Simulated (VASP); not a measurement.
# Co (P6_3/mmc) in VASP: single point with PBE

Aim: the single point of Co with PBE.

All numbers are computed with VASP 6.6.1; they aren't measurements. Logs are shortened: lines on timing, memory, paths and dates and some standing lists are left out, and cuts for length are marked.

## (1) The cell of the first run

Symmetry: P6_3/mmc, No. 194, hexagonal system. Conventional cell: a = 2.496 Å, b = 2.496 Å, c = 4.030 Å, α = 90.00°, β = 90.00°, γ = 120.00°. Within 3.3 Å of Co (site symmetry -6m2) lie 12 Co at 2.48 to 2.50 Å.

## (2) Single point, PBE, collinear spin, ferromagnetic start

File POSCAR:

```
Co
1.0
    2.4955665827      0.0000000000      0.0000000000
   -1.2477832914      2.1612240575      0.0000000000
    0.0000000000      0.0000000000      4.0300996499
Co
2
Direct
    0.3333333333      0.6666666667      0.2500000000
    0.6666666667      0.3333333333      0.7500000000
```

File INCAR.step1:

```
SYSTEM = Co
  PREC = Accurate
  ENCUT = 520
  EDIFF = 1E-7
  ISMEAR = -1
  SIGMA = 0.05
  LREAL = .False.
  LASPH = .True.
  NELM = 150
  ALGO = Normal
  ISIF = 2
  LWAVE = .False.
  LCHARG = .True.
  ISPIN = 2
  MAGMOM = 1.7 1.7
  LMAXMIX = 4
  GGA = PE
  NBANDS = 20
```

File KPOINTS.step1:

```
Automatic mesh
0
Gamma
  17 17 10
  0 0 0
```

File INCAR.step2:

```
SYSTEM = Co
  PREC = Accurate
  ENCUT = 520
  EDIFF = 1E-7
  ISMEAR = -5
  SIGMA = 0.05
  LREAL = .False.
  LASPH = .True.
  NELM = 150
  ALGO = Normal
  ISIF = 2
  LWAVE = .False.
  LCHARG = .False.
  ISPIN = 2
  MAGMOM = 1.7 1.7
  LORBIT = 10
  LMAXMIX = 4
  GGA = PE
  NEDOS = 1001
  ICHARG = 11
```

File KPOINTS.step2:

```
Automatic mesh
0
Gamma
  26 26 15
  0 0 0
```

Potentials or basis: VASP PAW PBE potentials, release 64 (Co).

Run with:

```console
cat potpaw_PBE.64/Co/POTCAR > POTCAR
cp INCAR.step1 INCAR
cp KPOINTS.step1 KPOINTS
mpirun -np 1 vasp_std > vasp.out
cp INCAR.step2 INCAR
cp KPOINTS.step2 KPOINTS
mpirun -np 1 vasp_std > vasp.out
```

OUTCAR:

```text
SYSTEM = Co
   PREC = Accurate
   ENCUT = 520
   EDIFF = 1E-7
   ISMEAR = -5
   LREAL = .False.
   LASPH = .True.
   NELM = 150
   ISIF = 2
   ISPIN = 2
   LORBIT = 10
   GGA = PE
   ICHARG = 11

 ion  position               nearest neighbor table
   1  0.333  0.667  0.250-   2 2.48   2 2.48   2 2.48   2 2.48   2 2.48   2 2.48
   2  0.667  0.333  0.750-   1 2.48   1 2.48   1 2.48   1 2.48   1 2.48   1 2.48

  LATTYP: Found a hexagonal cell.
 ALAT       =     2.4955665827
 C/A-ratio  =     1.6149036767

  Lattice vectors:

 A1 = (   2.4955665827,   0.0000000000,   0.0000000000)
 A2 = (  -1.2477832914,   2.1612240575,   0.0000000000)
 A3 = (   0.0000000000,   0.0000000000,   4.0300996499)

Analysis of symmetry for initial positions (statically):
=====================================================================
 Subroutine PRICEL returns:
 Original cell was already a primitive cell.

 Routine SETGRP: Setting up the symmetry group for a
 hexagonal supercell.

 Subroutine GETGRP returns: Found 24 space group operations
 (whereof 12 operations were pure point group operations)
 out of a pool of 24 trial point group operations.

The static configuration has the point symmetry D_3d.
 The point group associated with its full space group is D_6h.

Analysis of symmetry for dynamics (positions and initial velocities):
=====================================================================
 Subroutine PRICEL returns:
 Original cell was already a primitive cell.

 Routine SETGRP: Setting up the symmetry group for a
 hexagonal supercell.

 Subroutine GETGRP returns: Found 24 space group operations
 (whereof 12 operations were pure point group operations)
 out of a pool of 24 trial point group operations.

The dynamic configuration has the point symmetry D_3d.
 The point group associated with its full space group is D_6h.

Analysis of structural, dynamic, and magnetic symmetry:
=====================================================================
 Subroutine PRICEL returns:
 Original cell was already a primitive cell.

 Routine SETGRP: Setting up the symmetry group for a
 hexagonal supercell.

 Subroutine GETGRP returns: Found 24 space group operations
 (whereof 12 operations were pure point group operations)
 out of a pool of 24 trial point group operations.

The overall configuration has the point symmetry D_3d.
 The point group associated with its full space group is D_6h.

 Subroutine INISYM returns: Found 24 space group operations
 (whereof 12 operations are pure point group operations),
 and found     1 'primitive' translations

----------------------------------------------------------------------------------------

                                     Primitive cell

  volume of cell :      21.7363

  direct lattice vectors                    reciprocal lattice vectors
     2.495566583  0.000000000  0.000000000     0.400710607  0.231350377  0.000000000
    -1.247783291  2.161224058  0.000000000     0.000000000  0.462700754  0.000000000
     0.000000000  0.000000000  4.030099650     0.000000000  0.000000000  0.248132822

  length of vectors
     2.495566583  2.495566583  4.030099650     0.462700754  0.462700754  0.248132822

  position of ions in fractional coordinates (direct lattice)
     0.333333333  0.666666667  0.250000000
     0.666666667  0.333333333  0.750000000

  ion indices of the primitive-cell ions
   primitive index   ion index
                 1           1
                 2           2

----------------------------------------------------------------------------------------

 KPOINTS: Automatic mesh

Automatic generation of k-mesh.
 Grid dimensions read from file:
 generate k-points for:   26   26   15

 Generating k-lattice:

  Cartesian coordinates                     Fractional coordinates (reciprocal lattice)
     0.015411946  0.008898091  0.000000000     0.038461538  0.000000000  0.000000000
     0.000000000  0.017796183  0.000000000     0.000000000  0.038461538  0.000000000
     0.000000000  0.000000000  0.016542188     0.000000000  0.000000000  0.066666667

  Length of vectors
     0.017796183  0.017796183  0.016542188

  Shift w.r.t. Gamma in fractional coordinates (k-lattice)
     0.000000000  0.000000000  0.000000000

 TETIRR: Found   9997 inequivalent tetrahedra from    60840

 Subroutine IBZKPT returns following result:
 ===========================================

 Found    560 irreducible k-points:

 Following reciprocal coordinates:
            Coordinates               Weight
  0.000000  0.000000  0.000000      1.000000
  0.038462 -0.000000  0.000000      6.000000
  0.076923 -0.000000  0.000000      6.000000
  0.115385 -0.000000  0.000000      6.000000
  0.153846 -0.000000  0.000000      6.000000
  0.192308 -0.000000  0.000000      6.000000
[... 16 lines left out ...]
  0.346154  0.038462  0.000000     12.000000
  0.384615  0.038462  0.000000     12.000000
 [... further k-points ...]
   k-points           NKPTS =    560   k-points in BZ     NKDIM =    560   number of bands    NBANDS=     15
   number of dos      NEDOS =   1001   number of ions     NIONS =      2
   total plane-waves  NPLWV =  12000
   dimension x,y,z NGX =    20 NGY =   20 NGZ =   30
   dimension x,y,z NGXF=    40 NGYF=   40 NGZF=   60
   ions per type =               2
   NGX,Y,Z   is equivalent  to a cutoff of  13.32, 13.32, 12.38 a.u.
   NGXF,Y,Z  is equivalent  to a cutoff of  26.65, 26.65, 24.75 a.u.
 SYSTEM =  Co
   PREC   = accura    normal or accurate (medium, high low for compatibility)
   ISTART =      0    job   : 0-new  1-cont  2-samecut
   ICHARG =     11    charge: 1-file 2-atom 10-const
   ISPIN  =      2    spin polarized calculation?
   LNONCOLLINEAR =      F non collinear calculations
   LSORBIT =      F    spin-orbit coupling
   LASPH  =      T    aspherical Exc in radial PAW
   ENCUT  =  520.0 eV  38.22 Ry    6.18 a.u.   4.64  4.64  7.49*2*pi/ulx,y,z
   NELM   =    150;   NELMIN=  2; NELMDL=  0     # of ELM steps
   EDIFF  = 0.1E-06   stopping-criterion for ELM
   LREAL  =      F    real-space projection
   EDIFFG = 0.1E-05   stopping-criterion for IOM
   NSW    =      0    number of steps for IOM
   IBRION =     -1    ionic relax: 0-MD 1-quasi-New 2-CG
   NFREE  =      0    steps in history (QN), initial steepest desc. (CG)
   ISIF   =      2    stress and relaxation
   ISYM   =      2    0-nonsym 1-usesym 2-fastsym
   POTIM  = 0.5000    time-step for ionic-motion
   TEBEG  =    0.0;   TEEND  =   0.0 temperature during run
   PSTRESS=    0.0 pullay stress
   NELECT =      18.0000    total number of electrons
   NUPDOWN=      -1.0000    fix difference up-down
   EMIN   =  10.00;   EMAX   =-10.00  energy-range for DOS
   EFERMI =   0.00;   METHOD = LEGACY
   ISMEAR =    -5;   SIGMA  =   0.05  broadening in eV -4-tet -1-fermi 0-gaus
   EFERMI_NEDOS =   21; number of points for ismear=-14 and -15
   IALGO  =     38    algorithm
   IMIX   =      4    mixing-type and parameters
     AMIX     =   0.40;   BMIX     =  1.00
     AMIX_MAG =   1.60;   BMIX_MAG =  1.00
  volume/ion in A,a.u.               =      10.87        73.34
  Fermi-wavevector in a.u.,A,eV,Ry     =   1.537343  2.905157 32.156326  2.363423
  Thomas-Fermi vector in A             =   2.643865
   LORBIT       =     10    0 simple, 1 ext, 2 COOP (PROOUT), +10 PAW based schemes
   GGA     = PE    functional components
   LHFCALC =     F    Hartree Fock is set to
   AEXX    =    0.0000 exact exchange contribution
   IVDW    =     0    specifies the selected vdW correction
   LEPSILON=     F    determine dielectric tensor
   LRPA    =     F    only Hartree local field effects (RPA)
 spin polarized calculation
 Fermi weights with tetrahedron method with Bloechl corrections
  energy-cutoff  :      520.00
  volume of cell :       21.74
 maximum number of plane-waves:       597
 NGX is ok and might be reduce to    20

 number of electron      17.9999996 magnetization       3.2272424

 Free energy of the ion-electron system (eV)
  ---------------------------------------------------
  ext. energy  EPLUGINS =         0.00000000
  ---------------------------------------------------
  free energy    TOTEN  =       -14.07062680 eV

  energy without entropy =      -14.07062680  energy(sigma->0) =      -14.07062680

 E-fermi :  10.2343     XC(G=0): -13.3936

 val. band max:       10.2506874732   @ k =   0.4231   0.0769   0.3333
 cond. band min:      10.1755636613   @ k =   0.0000   0.0000   0.0000
 fundamental gap:     -0.0751238119
 Fermi energy:        10.2342979175

 spin component 1

 k-point     1 :       0.0000    0.0000    0.0000
  band No.  band energies     occupation
      1       1.3342      1.00000
      2       5.1116      1.00000
      3       7.6282      1.00000
      4       7.6428      1.00000
      5       7.6428      1.00000
      6       7.9547      1.00000
      7       7.9547      1.00000
      8       8.2929      1.00000
      9       8.2929      1.00000
     10       9.3941      1.00000
     11       9.3941      1.00000
     12      10.1756      0.35741
     13      16.5890      0.00000
     14      32.1743      0.00000
     15      34.7085      0.00000
[... 397 lines left out ...]
 k-point    24 :       0.3846    0.0385    0.0000
  band No.  band energies     occupation
      1       5.2001      1.00000
      2       5.6851      1.00000
      3       5.9273      1.00000
      4       7.3634      1.00000
      5       7.5222      1.00000
      6       7.7844      1.00000
      7       7.9531      1.00000
      8       9.3571      1.00000
      9       9.4362      1.00000
     10       9.6025      1.00000
     11      10.2190      0.51989
     12      15.6900      0.00000
     13      18.3339      0.00000
     14      19.7279      0.00000
     15      24.9042      0.00000

 [... further k-points ...]

 spin component 2

 k-point     1 :       0.0000    0.0000    0.0000
  band No.  band energies     occupation
      1       1.3286      1.00000
      2       6.0599      1.00000
      3       9.2654      1.00000
      4       9.2857      1.00000
      5       9.2857      1.00000
      6       9.6518      1.00000
      7       9.6518      1.00000
      8      10.0610      1.00000
      9      10.0610      1.00000
     10      10.1074      1.00000
     11      11.2801      0.00000
     12      11.2801      0.00000
     13      17.6022      0.00000
     14      31.8913      0.00000
     15      35.0688      0.00000
[... 397 lines left out ...]
 k-point    24 :       0.3846    0.0385    0.0000
  band No.  band energies     occupation
      1       5.7319      1.00000
      2       6.9312      1.00000
      3       7.1368      1.00000
      4       8.2483      1.00000
      5       9.1577      1.00000
      6       9.3029      1.00000
      7       9.5142      1.00000
      8      11.2168      0.00000
      9      11.2821      0.00000
     10      11.5224      0.00000
     11      11.7739      0.00000
     12      16.4112      0.00000
     13      18.8889      0.00000
     14      20.2549      0.00000
     15      25.2670      0.00000

 [... further k-points ...]
[... 5 lines left out ...]
  --------------------------------------------------------------------------------------
  -------------------------------------------------------------------------------------
  Total       -0.2768803     -0.2768803     -0.3067554      0.0000000      0.0000000      0.0000000
  in kB      -20.4088188    -20.4088188    -22.6109120      0.0000000      0.0000000      0.0000000
  external PRESSURE =     -21.1428499 kB  Pullay stress =       0.0000000 kB

 VOLUME and BASIS-vectors are now :
 -----------------------------------------------------------------------------
  energy-cutoff  :      520.00
  volume of cell :       21.74
      direct lattice vectors                 reciprocal lattice vectors
     2.495566583  0.000000000  0.000000000     0.400710607  0.231350377  0.000000000
    -1.247783291  2.161224058  0.000000000     0.000000000  0.462700754  0.000000000
     0.000000000  0.000000000  4.030099650     0.000000000  0.000000000  0.248132822

 POSITION                                       TOTAL-FORCE (eV/Angst)
 -----------------------------------------------------------------------------------
     -0.00000      1.44082      1.00752         0.000000     -0.000000      0.000000
      1.24778      0.72041      3.02257        -0.000000      0.000000      0.000000
 -----------------------------------------------------------------------------------
    total drift:                               -0.000000      0.000000     -0.000000

  FREE ENERGIE OF THE ION-ELECTRON SYSTEM (eV)
  ---------------------------------------------------
  free  energy   TOTEN  =       -14.0706268039 eV

  energy  without entropy=      -14.0706268039  energy(sigma->0) =      -14.07062680

 total charge

# of ion       s       p       d       tot
------------------------------------------
    1        0.488   0.520   7.262   8.270
    2        0.488   0.520   7.262   8.270
--------------------------------------------------
tot          0.975   1.040  14.524  16.539

 magnetization (x)

# of ion       s       p       d       tot
------------------------------------------
    1       -0.015  -0.056   1.694   1.622
    2       -0.015  -0.056   1.694   1.622
--------------------------------------------------
tot         -0.031  -0.112   3.387   3.245
```

Wall time 2.5 min (1 thread of Intel Xeon 6975P-C (Granite Rapids), shared host); peak memory 0.39 GiB.

What came out:

```yaml
Net_moment: 3.23 μB per cell
Site_moments: Co +1.62 μB
Valence_electrons_inside_the_program's_atomic_spheres: Co 8.27
```
